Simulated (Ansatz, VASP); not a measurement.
# CoO in VASP and in Ansatz

```
CELL_PARAMETERS angstrom
1.50547 0.86918 2.43993
-1.50547 0.86918 2.43993
0.00000 -1.73837 2.43993
ATOMIC_POSITIONS crystal
Co 0.00000 0.00000 0.00000
O 0.50000 0.50000 0.50000
```

Alike in both runs: functional revPBE; k mesh 11 × 11 × 11; occupations fermi-dirac, width 0.05 eV; collinear spin.

|  | VASP | Ansatz |
| --- | --- | --- |
| version | VASP 6.6.1 | Ansatz 0.2.0 |
| potentials or method | VASP PAW PBE potentials, release 64 (Co, O) | Ansatz PAW |
| plane-wave cutoff (eV) | 520 | 420 |
| valence electrons in the cell | 15 | 23 |
| task | single point | band structure |

|  | VASP | Ansatz | Ansatz less VASP |
| --- | --- | --- | --- |
| gap on the k mesh at the Fermi level (eV) | none | none | - |
| pressure (GPa) | 4.0 | 4.5 | +0.51 |
| traceless stress, the component that is largest in VASP (GPa) | -0.31 | -0.34 | -0.025 |
| net moment per atom (μB) | 1.45 | 1.46 | +0.015 |
| size of the moment on the site where the two differ most (μB) | 2.56 | 2.50 | -0.061 |

VASP's potentials were made for PBE, not for revPBE. Site moments also hang on the region over which each program counts them. A gap of «none» marks a metal or a gap that the smearing closes. With one functional, cell and mesh, what is left measures potentials, basis and numerics. VASP's potentials hold 15 valence electrons a cell and Ansatz's 23, so a difference there can come from the potentials and not from the codes.
